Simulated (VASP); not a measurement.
# Nb (P6/mmm) in VASP: further runs, part 2 of 2

VASP 6.6.1. The steps go on from the part before.

**3. Relaxation of cell and atoms, PBE**

This run uses another cell than the first one, of 18.13 Å³/atom.

INCAR reads:

```
SYSTEM = Nb
  ALGO = Normal
  EDIFF = 1E-6
  EDIFFG = -0.005
  ENCUT = 600
  GGA = PE
  IBRION = 2
  ISIF = 3
  ISMEAR = -1
  LASPH = .TRUE.
  LCHARG = .FALSE.
  LREAL = .FALSE.
  LWAVE = .FALSE.
  NELM = 80
  NSW = 60
  PREC = Accurate
  SIGMA = 0.05
```

KPOINTS reads:

```
k-points
0
G
  9 9 12
  0 0 0
```

POSCAR reads:

```
Nb
1.0
    4.6612275327      0.0000000000      0.0000000000
   -2.3306137664      4.0367414562      0.0000000000
    0.0000000000      0.0000000000      2.8899610703
Nb
3
Direct
    0.0000000000      0.0000000000      0.0000000000
    0.3333333333      0.6666666667      0.5000000000
    0.6666666667      0.3333333333      0.5000000000
```

Potentials or basis: VASP PAW PBE potentials, release 64 (Nb_sv).

On the command line:

```
$ cat potpaw_PBE.64/Nb_sv/POTCAR > POTCAR
$ mpirun -np 1 vasp_std > vasp.out
```

OUTCAR:

```text
SYSTEM = Nb
   EDIFF = 1E-6
   EDIFFG = -0.005
   ENCUT = 600
   GGA = PE
   IBRION = 2
   ISIF = 3
   ISMEAR = -1
   LASPH = .TRUE.
   LREAL = .FALSE.
   NELM = 80
   NSW = 60
   PREC = Accurate

 ion  position               nearest neighbor table
   1  0.000  0.000  0.000-
   2  0.333  0.667  0.500-   3 2.69   3 2.69   3 2.69
   3  0.667  0.333  0.500-   2 2.69   2 2.69   2 2.69

  LATTYP: Found a hexagonal cell.
 ALAT       =     4.6612275327
 C/A-ratio  =     0.6200000000

  Lattice vectors:

 A1 = (   4.6612275327,   0.0000000000,   0.0000000000)
 A2 = (  -2.3306137664,   4.0367414562,   0.0000000000)
 A3 = (   0.0000000000,   0.0000000000,   2.8899610703)

Analysis of symmetry for initial positions (statically):
=====================================================================
 Subroutine PRICEL returns:
 Original cell was already a primitive cell.

 Routine SETGRP: Setting up the symmetry group for a
 hexagonal supercell.

 Subroutine GETGRP returns: Found 24 space group operations
 (whereof 24 operations were pure point group operations)
 out of a pool of 24 trial point group operations.

The static configuration has the point symmetry D_6h.

Analysis of symmetry for dynamics (positions and initial velocities):
=====================================================================
 Subroutine PRICEL returns:
 Original cell was already a primitive cell.

 Routine SETGRP: Setting up the symmetry group for a
 hexagonal supercell.

 Subroutine GETGRP returns: Found 24 space group operations
 (whereof 24 operations were pure point group operations)
 out of a pool of 24 trial point group operations.

The dynamic configuration has the point symmetry D_6h.

 Subroutine INISYM returns: Found 24 space group operations
 (whereof 24 operations are pure point group operations),
 and found     1 'primitive' translations

----------------------------------------------------------------------------------------

                                     Primitive cell

  volume of cell :      54.3780

  direct lattice vectors                    reciprocal lattice vectors
     4.661227533  0.000000000  0.000000000     0.214535762  0.123862280  0.000000000
    -2.330613766  4.036741456  0.000000000     0.000000000  0.247724560  0.000000000
     0.000000000  0.000000000  2.889961070     0.000000000  0.000000000  0.346025422

  length of vectors
     4.661227533  4.661227533  2.889961070     0.247724560  0.247724560  0.346025422

  position of ions in fractional coordinates (direct lattice)
     0.000000000  0.000000000  0.000000000
     0.333333333  0.666666667  0.500000000
     0.666666667  0.333333333  0.500000000

  ion indices of the primitive-cell ions
   primitive index   ion index
                 1           1
                 2           2
                 3           3

----------------------------------------------------------------------------------------

 KPOINTS: k-points

Automatic generation of k-mesh.
 Grid dimensions read from file:
 generate k-points for:    9    9   12

 Generating k-lattice:

  Cartesian coordinates                     Fractional coordinates (reciprocal lattice)
     0.023837307  0.013762476  0.000000000     0.111111111 -0.000000000  0.000000000
     0.000000000  0.027524951  0.000000000     0.000000000  0.111111111  0.000000000
     0.000000000  0.000000000  0.028835452     0.000000000  0.000000000  0.083333333

  Length of vectors
     0.027524951  0.027524951  0.028835452

  Shift w.r.t. Gamma in fractional coordinates (k-lattice)
     0.000000000  0.000000000  0.000000000

 Subroutine IBZKPT returns following result:
 ===========================================

 Found     84 irreducible k-points:

 Following reciprocal coordinates:
            Coordinates               Weight
  0.000000  0.000000  0.000000      1.000000
  0.111111  0.000000  0.000000      6.000000
  0.222222  0.000000  0.000000      6.000000
  0.333333  0.000000  0.000000      6.000000
  0.444444  0.000000  0.000000      6.000000
  0.111111  0.111111  0.000000      6.000000
[... 16 lines left out ...]
  0.333333  0.222222  0.083333     24.000000
  0.333333  0.333333  0.083333      4.000000
 [... further k-points ...]
   k-points           NKPTS =     84   k-points in BZ     NKDIM =     84   number of bands    NBANDS=     23
   number of dos      NEDOS =    301   number of ions     NIONS =      3
   total plane-waves  NPLWV =  38400
   dimension x,y,z NGX =    40 NGY =   40 NGZ =   24
   dimension x,y,z NGXF=    80 NGYF=   80 NGZF=   48
   ions per type =               3
   NGX,Y,Z   is equivalent  to a cutoff of  14.27, 14.27, 13.81 a.u.
   NGXF,Y,Z  is equivalent  to a cutoff of  28.53, 28.53, 27.61 a.u.
 SYSTEM =  Nb
   PREC   = accura    normal or accurate (medium, high low for compatibility)
   ISTART =      0    job   : 0-new  1-cont  2-samecut
   ICHARG =      2    charge: 1-file 2-atom 10-const
   ISPIN  =      1    spin polarized calculation?
   LNONCOLLINEAR =      F non collinear calculations
   LSORBIT =      F    spin-orbit coupling
   LASPH  =      T    aspherical Exc in radial PAW
   ENCUT  =  600.0 eV  44.10 Ry    6.64 a.u.   9.31  9.31  5.77*2*pi/ulx,y,z
   NELM   =     80;   NELMIN=  2; NELMDL= -5     # of ELM steps
   EDIFF  = 0.1E-05   stopping-criterion for ELM
   LREAL  =      F    real-space projection
   EDIFFG = -.5E-02   stopping-criterion for IOM
   NSW    =     60    number of steps for IOM
   IBRION =      2    ionic relax: 0-MD 1-quasi-New 2-CG
   NFREE  =      1    steps in history (QN), initial steepest desc. (CG)
   ISIF   =      3    stress and relaxation
   ISYM   =      2    0-nonsym 1-usesym 2-fastsym
   POTIM  = 0.5000    time-step for ionic-motion
   TEBEG  =    0.0;   TEEND  =   0.0 temperature during run
   PSTRESS=    0.0 pullay stress
   NELECT =      39.0000    total number of electrons
   NUPDOWN=      -1.0000    fix difference up-down
   EMIN   =  10.00;   EMAX   =-10.00  energy-range for DOS
   EFERMI =   0.00;   METHOD = LEGACY
   ISMEAR =    -1;   SIGMA  =   0.05  broadening in eV -4-tet -1-fermi 0-gaus
   EFERMI_NEDOS =   21; number of points for ismear=-14 and -15
   IALGO  =     38    algorithm
   IMIX   =      4    mixing-type and parameters
     AMIX     =   0.40;   BMIX     =  1.00
     AMIX_MAG =   1.60;   BMIX_MAG =  1.00
  volume/ion in A,a.u.               =      18.13       122.32
  Fermi-wavevector in a.u.,A,eV,Ry     =   1.465397  2.769199 29.216991  2.147388
  Thomas-Fermi vector in A             =   2.581259
   LORBIT       =      0    0 simple, 1 ext, 2 COOP (PROOUT), +10 PAW based schemes
   GGA     = PE    functional components
   LHFCALC =     F    Hartree Fock is set to
   AEXX    =    0.0000 exact exchange contribution
   IVDW    =     0    specifies the selected vdW correction
   LEPSILON=     F    determine dielectric tensor
   LRPA    =     F    only Hartree local field effects (RPA)
 conjugate gradient relaxation of ions
 non-spin polarized calculation
  energy-cutoff  :      600.00
  volume of cell :       54.38
 maximum number of plane-waves:      1842
 NGX is ok and might be reduce to    40
   NGX = 19   NGY = 19   NGZ = 11

--------------------------------------- Ionic step        1  -------------------------------------------

 number of electron      38.9999998 magnetization

 Free energy of the ion-electron system (eV)
  ---------------------------------------------------
  ext. energy  EPLUGINS =         0.00000000
  ---------------------------------------------------
  free energy    TOTEN  =       -29.66839182 eV

  energy without entropy =      -29.63944719  energy(sigma->0) =      -29.65391950

------------------------ aborting loop because EDIFF is reached ----------------------------------------

  FORCE on cell =-STRESS in cart. coord.  units (eV):
  Direction    XX          YY          ZZ          XY          YZ          ZX
  --------------------------------------------------------------------------------------
  -------------------------------------------------------------------------------------
  Total        3.8339071      3.8339071     -4.1060151     -0.0000000     -0.0000000     -0.0000000
  in kB      112.9611078    112.9611078   -120.9784159     -0.0000000     -0.0000000     -0.0000000
  external PRESSURE =      34.9812666 kB  Pullay stress =       0.0000000 kB
[... 244 lines left out ...]
  energy  without entropy=      -30.0251537502  energy(sigma->0) =      -30.03967769

--------------------------------------- Ionic step        8  -------------------------------------------

 number of electron      39.0000001 magnetization

 Free energy of the ion-electron system (eV)
  ---------------------------------------------------
  ext. energy  EPLUGINS =         0.00000000
  ---------------------------------------------------
  free energy    TOTEN  =       -30.05440356 eV

  energy without entropy =      -30.02517889  energy(sigma->0) =      -30.03979123

 E-fermi :  11.0320     XC(G=0): -12.3607

 val. band max:       11.0281070897   @ k =   0.4444   0.1111   0.1667
 cond. band min:      11.0423561059   @ k =   0.3333   0.1111   0.1667
 fundamental gap:      0.0142490162
 Fermi energy:        11.0320043317

 k-point     1 :       0.0000    0.0000    0.0000
  band No.  band energies     occupation
      1     -43.6067      2.00000
      2     -43.4261      2.00000
      3     -43.3700      2.00000
      4     -19.9342      2.00000
      5     -19.9342      2.00000
      6     -19.7275      2.00000
[... 613 lines left out ...]
     22      13.1435      0.00000
     23      13.1435      0.00000

 [... further k-points ...]
[... 5 lines left out ...]
  --------------------------------------------------------------------------------------
  -------------------------------------------------------------------------------------
  Total        0.0061818      0.0061818      0.0143623     -0.0000000      0.0000000     -0.0000000
  in kB        0.1788998      0.1788998      0.4156376     -0.0000000      0.0000000     -0.0000000
  external PRESSURE =       0.2578124 kB  Pullay stress =       0.0000000 kB
[... 18 lines left out ...]
  FREE ENERGIE OF THE ION-ELECTRON SYSTEM (eV)
  ---------------------------------------------------
  free  energy   TOTEN  =       -30.0544035631 eV

  energy  without entropy=      -30.0251788906  energy(sigma->0) =      -30.03979123

 reached required accuracy - stopping structural energy minimisation
```

CONTCAR:

```text
Nb
   1.00000000000000
     4.8802508108439042   -0.0000000000026250   -0.0000000000000000
    -2.4401254054765746    4.2264211791026760    0.0000000000000000
    -0.0000000000000000   -0.0000000000000000    2.6841318229920255
  Nb
     3
Direct
     0.0000000000000000    0.0000000000000000    1.0000000000000000
     0.3333333332999970    0.6666666667000030    0.5000000000000000
     0.6666666667000030    0.3333333332999970    0.5000000000000000

  0.00000000E+00  0.00000000E+00  0.00000000E+00
  0.00000000E+00  0.00000000E+00  0.00000000E+00
  0.00000000E+00  0.00000000E+00  0.00000000E+00
```

Run time: 14 min. Hardware: 1 thread of Intel Xeon 6975P-C (Granite Rapids), shared host; peak memory 0.26 GiB.

What came out:

| Quantity | Value |
| --- | --- |
| Free energy | -30.0544 eV |
| Relaxed volume | 18.45 Å³/atom |
| Relaxed cell | a = 4.880 Å, b = 4.880 Å, c = 2.684 Å, α = 90.00°, β = 90.00°, γ = 120.00° |
| Space group after relaxing (to 0.1 Å) | P6/mmm (No. 191) |
| Energy gained by relaxing | 128.7 meV/atom |
| Ionic steps | 8 |
| Pressure after relaxing | 0.0 GPa |
| Band gap on the k mesh | zero (an odd number of electrons rules out a gap without spin polarisation) |

Step by step:
| step | energy change (eV) | largest force (eV/Å) | pressure (GPa) | volume (Å³) |
| --- | --- | --- | --- | --- |
| 1 | 0.0000 | 0.0000 | 3.50 | 54.38 |
| 2 | -0.3548 | 0.0000 | -4.99 | 57.24 |
| 3 | -0.3624 | 0.0000 | -4.39 | 56.93 |
| 4 | -0.3148 | 0.0000 | 6.97 | 53.43 |
| 5 | -0.3843 | 0.0000 | -0.72 | 55.65 |
| 6 | -0.3843 | 0.0000 | -0.62 | 55.62 |
| 7 | -0.3858 | 0.0000 | 0.26 | 55.28 |
| 8 | -0.3860 | 0.0000 | 0.03 | 55.36 |

Final structure:
```
Nb
1.0
     4.88025    0.00000    0.00000
    -2.44013    4.22642    0.00000
     0.00000    0.00000    2.68413
Nb
3
Direct
  0.00000 0.00000 0.00000
  0.33333 0.66667 0.50000
  0.66667 0.33333 0.50000
```

The gap in the log of VASP goes by the Fermi energy; the results here count the filled bands.